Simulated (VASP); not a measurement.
# MoP in VASP: notebook, part 2 of 2

VASP 6.6.1. Earlier steps stand in the parts before.

## Step 3: Single point, PBEsol

This run uses another cell than the first one: it holds 8 atoms, not 18.

Contents of INCAR:

```
ALGO     = Normal         # electronic algorithm
DIPOL    = 0.5 0.5 0.500
EDIFF    = 1E-6           # SCF threshold, eV
ENCUT    = 520            # plane-wave cutoff, eV
GGA      = PS             # functional
IDIPOL   = 3            
ISIF     = 2              # what is computed and relaxed
ISMEAR   = 0              # smearing method
ISYM     = 0            
LASPH    = T              # aspherical terms in the spheres
LCHARG   = F              # write CHGCAR
LDIPOL   = T            
LREAL    = F              # projectors in reciprocal space
LWAVE    = F              # write WAVECAR
NBANDS   = 48             # bands
NELM     = 100            # most SCF steps
PREC     = Accurate       # precision mode
SIGMA    = 0.1            # smearing width, eV
```

Contents of KPOINTS:

```
k-points
0
Gamma
  10 7 1
```

Contents of POSCAR:

```
MoP
1.0
    3.2062346808      0.0000000000      0.0000000000
   -1.6031173404      4.2172371559      0.0000000000
    0.0000000000      0.0000000000     23.6179833856
P Mo
4 4
Direct
    0.4306277982      0.8612555965      0.3598952485
    0.1473811562      0.2947623123      0.4483824600
    0.8633725003      0.7264424508      0.5361532366
    0.5727659794      0.1464113574      0.6344750889
    0.7167533579      0.4335067158      0.3746431171
    0.4335067158      0.8670134316      0.4631303286
    0.1502568454      0.3006242884      0.5513184555
    0.8595082145      0.7190318357      0.6328840021
```

Potentials or basis: VASP PAW PBE potentials, release 64 (P, Mo_sv).

The run is started by

```bash
cat potpaw_PBE.64/P/POTCAR potpaw_PBE.64/Mo_sv/POTCAR > POTCAR
mpirun -np 1 vasp_std > vasp.out
```

OUTCAR:

```text
EDIFF = 1E-6
   ENCUT = 520
   GGA = PS
   ISIF = 2
   ISMEAR = 0
   ISYM = 0
   LASPH = T
   LREAL = F
   NELM = 100
   PREC = Accurate

 ion  position               nearest neighbor table
   1  0.431  0.861  0.360-   5 2.44   5 2.44   5 2.44   6 2.44
   2  0.147  0.295  0.448-   7 2.43   6 2.44   5 2.44   6 2.44   6 2.44   5 2.44
   3  0.863  0.726  0.536-   8 2.28   6 2.43   6 2.43   7 2.43   7 2.43   7 2.45
   4  0.573  0.146  0.634-   8 2.41   8 2.41   8 2.42   7 2.62   7 2.62
   5  0.717  0.434  0.375-   1 2.44   2 2.44   1 2.44   1 2.44   2 2.44   6 3.17   6 3.21   6 3.21

   6  0.434  0.867  0.463-   3 2.43   3 2.43   2 2.44   2 2.44   2 2.44   1 2.44   7 3.17   5 3.17
                             7 3.20   7 3.20   5 3.21   5 3.21
   7  0.150  0.301  0.551-   2 2.43   3 2.43   3 2.43   3 2.45   4 2.62   4 2.62   8 3.06   8 3.07
                             8 3.12   6 3.17   6 3.20   6 3.20
   8  0.860  0.719  0.633-   3 2.28   4 2.41   4 2.41   4 2.42   7 3.06   7 3.07   7 3.12

IMPORTANT INFORMATION: All symmetrisations will be switched off!
NOSYMM: (Re-)initialisation of all symmetry stuff for point group C_1.

----------------------------------------------------------------------------------------

                                     Primitive cell

  volume of cell :     319.3494

  direct lattice vectors                    reciprocal lattice vectors
     3.206234681  0.000000000  0.000000000     0.311892328  0.118561035  0.000000000
    -1.603117340  4.217237156  0.000000000     0.000000000  0.237122069  0.000000000
     0.000000000  0.000000000 23.617983386     0.000000000  0.000000000  0.042340617

  length of vectors
     3.206234681  4.511659832 23.617983386     0.333666815  0.237122069  0.042340617

  position of ions in fractional coordinates (direct lattice)
     0.430627798  0.861255597  0.359895249
     0.147381156  0.294762312  0.448382460
     0.863372500  0.726442451  0.536153237
     0.572765979  0.146411357  0.634475089
     0.716753358  0.433506716  0.374643117
     0.433506716  0.867013432  0.463130329
     0.150256845  0.300624288  0.551318456
     0.859508215  0.719031836  0.632884002

  ion indices of the primitive-cell ions
   primitive index   ion index
                 1           1
                 2           2
                 3           3
                 4           4
                 5           5
                 6           6
                 7           7
                 8           8

----------------------------------------------------------------------------------------

 KPOINTS: k-points

Automatic generation of k-mesh.
 Grid dimensions read from file:
 generate k-points for:   10    7    1

 Generating k-lattice:

  Cartesian coordinates                     Fractional coordinates (reciprocal lattice)
     0.031189233  0.011856103  0.000000000     0.100000000  0.000000000  0.000000000
     0.000000000  0.033874581  0.000000000     0.000000000  0.142857143  0.000000000
     0.000000000  0.000000000  0.042340617     0.000000000  0.000000000  1.000000000

  Length of vectors
     0.033366681  0.033874581  0.042340617

  Shift w.r.t. Gamma in fractional coordinates (k-lattice)
     0.000000000  0.000000000  0.000000000

 -----------------------------------------------------------------------------
|                                                                             |
|           W    W    AA    RRRRR   N    N  II  N    N   GGGG   !!!           |
|           W    W   A  A   R    R  NN   N  II  NN   N  G    G  !!!           |
|           W    W  A    A  R    R  N N  N  II  N N  N  G       !!!           |
|           W WW W  AAAAAA  RRRRR   N  N N  II  N  N N  G  GGG   !            |
[... 59 lines left out ...]
   ICHARG =      2    charge: 1-file 2-atom 10-const
   ISPIN  =      1    spin polarized calculation?
   LNONCOLLINEAR =      F non collinear calculations
   LSORBIT =      F    spin-orbit coupling
   LASPH  =      T    aspherical Exc in radial PAW
   ENCUT  =  520.0 eV  38.22 Ry    6.18 a.u.   5.96  8.39 43.91*2*pi/ulx,y,z
   NELM   =    100;   NELMIN=  2; NELMDL= -5     # of ELM steps
   EDIFF  = 0.1E-05   stopping-criterion for ELM
   LREAL  =      F    real-space projection
   EDIFFG = 0.1E-04   stopping-criterion for IOM
   NSW    =      0    number of steps for IOM
   IBRION =     -1    ionic relax: 0-MD 1-quasi-New 2-CG
   NFREE  =      0    steps in history (QN), initial steepest desc. (CG)
   ISIF   =      2    stress and relaxation
   ISYM   =      0    0-nonsym 1-usesym 2-fastsym
   POTIM  = 0.5000    time-step for ionic-motion
   TEBEG  =    0.0;   TEEND  =   0.0 temperature during run
   PSTRESS=    0.0 pullay stress
   NELECT =      76.0000    total number of electrons
   NUPDOWN=      -1.0000    fix difference up-down
   EMIN   =  10.00;   EMAX   =-10.00  energy-range for DOS
   EFERMI =   0.00;   METHOD = LEGACY
   ISMEAR =     0;   SIGMA  =   0.10  broadening in eV -4-tet -1-fermi 0-gaus
   EFERMI_NEDOS =   21; number of points for ismear=-14 and -15
   IALGO  =     38    algorithm
   IMIX   =      4    mixing-type and parameters
     AMIX     =   0.40;   BMIX     =  1.00
     AMIX_MAG =   1.60;   BMIX_MAG =  1.00
  volume/ion in A,a.u.               =      39.92       269.38
  Fermi-wavevector in a.u.,A,eV,Ry     =   1.014512  1.917150 14.003595  1.029235
  Thomas-Fermi vector in A             =   2.147744
   LORBIT       =      0    0 simple, 1 ext, 2 COOP (PROOUT), +10 PAW based schemes
   GGA     = PS    functional components
   LHFCALC =     F    Hartree Fock is set to
   AEXX    =    0.0000 exact exchange contribution
   IVDW    =     0    specifies the selected vdW correction
   LEPSILON=     F    determine dielectric tensor
   LRPA    =     F    only Hartree local field effects (RPA)
 non-spin polarized calculation
 Gauss-broadening in eV      SIGMA  =   0.10
  energy-cutoff  :      520.00
  volume of cell :      319.35
 maximum number of plane-waves:      8642
   NGX = 11   NGY = 17   NGZ = 87

 dipolmoment           0.000000      0.000000      0.002758 electrons x Angstroem

 number of electron      75.9999999 magnetization

 dipolmoment           0.000000      0.000000     -0.022427 electrons x Angstroem

 Free energy of the ion-electron system (eV)
  ---------------------------------------------------
  ext. energy  EPLUGINS =         0.00000000
  ---------------------------------------------------
  free energy    TOTEN  =       -72.34673427 eV

  energy without entropy =      -72.31840172  energy(sigma->0) =      -72.33256799

 E-fermi :   1.2156     XC(G=0):  -5.3563

 val. band max:        1.2105212452   @ k =   0.1000   0.1429   0.0000
 cond. band min:       1.2159046318   @ k =  -0.1000   0.2857   0.0000
 fundamental gap:      0.0053833866
 Fermi energy:         1.2156323795

 k-point     1 :       0.0000    0.0000    0.0000
  band No.  band energies     occupation
      1     -59.7823      2.00000
      2     -59.7414      2.00000
      3     -59.6216      2.00000
      4     -59.4221      2.00000
      5     -34.1337      2.00000
      6     -34.0363      2.00000
[... 1213 lines left out ...]
     47       4.5641      0.00000
     48       4.9737      0.00000

 [... further k-points ...]

------------------------ aborting loop because EDIFF is reached ----------------------------------------

 vacuum level on the upper side and lower side of the slab       (xc-potential included)        -0.238         0.036

  FORCE on cell =-STRESS in cart. coord.  units (eV):
  Direction    XX          YY          ZZ          XY          YZ          ZX
  --------------------------------------------------------------------------------------
  -------------------------------------------------------------------------------------
  Total       -7.2238111     -4.3508455     -1.1265552      0.0447229     -0.2202236      0.0028294
  in kB      -36.2418883    -21.8282086     -5.6519320      0.2243749     -1.1048628      0.0141949
  external PRESSURE =     -21.2406763 kB  Pullay stress =       0.0000000 kB

 VOLUME and BASIS-vectors are now :
 -----------------------------------------------------------------------------
  energy-cutoff  :      520.00
  volume of cell :      319.35
      direct lattice vectors                 reciprocal lattice vectors
     3.206234681  0.000000000  0.000000000     0.311892328  0.118561035  0.000000000
    -1.603117340  4.217237156  0.000000000     0.000000000  0.237122069  0.000000000
     0.000000000  0.000000000 23.617983386     0.000000000  0.000000000  0.042340617

 POSITION                                       TOTAL-FORCE (eV/Angst)
 -----------------------------------------------------------------------------------
     -0.00000      3.63212      8.50000        -0.001788     -0.500722     -0.745865
      0.00000      1.24308     10.58989         0.009212      0.046900     -0.509481
      1.60360      3.06358     12.66286        -0.000120     -0.013168     -0.002539
      1.60171      0.61745     14.98502         0.000099      0.010099      0.006085
      1.60312      1.82820      8.84831        -0.000966      0.683619      1.540051
      0.00000      3.65640     10.93820        -0.006251     -0.223752     -0.324412
     -0.00018      1.26780     13.02103        -0.000017      0.001371      0.014223
      1.60309      3.03233     14.94744        -0.000168     -0.004347      0.021938
 -----------------------------------------------------------------------------------
    total drift:                               -0.000521      0.000435      0.000143

  FREE ENERGIE OF THE ION-ELECTRON SYSTEM (eV)
  ---------------------------------------------------
  free  energy   TOTEN  =       -72.3467342672 eV

  energy  without entropy=      -72.3184017221  energy(sigma->0) =      -72.33256799

 vacuum level on the upper side and lower side of the slab         5.619         5.899
```

Run time: 16 min. Hardware: 1 thread of Intel Xeon Platinum 8259CL at 2.50GHz (Skylake/Cascade Lake), shared host; peak memory 0.63 GiB.

Results:

```yaml
Free_energy: -72.3467 eV
Largest_force: 1.685 eV/Å
Band_gap_on_the_k_mesh: zero (bands 38 and 39 overlap by 0.63 eV)
```

Forces on the atoms (eV/Å):
```
P   -0.002 -0.501 -0.746
P    0.009  0.047 -0.509
P    0.000 -0.013 -0.003
P    0.000  0.010  0.006
Mo  -0.001  0.684  1.540
Mo  -0.006 -0.224 -0.324
Mo   0.000  0.001  0.014
Mo   0.000 -0.004  0.022
```

Caveat: the PAW data sets were made with another functional, which shifts forces and pressure a little.
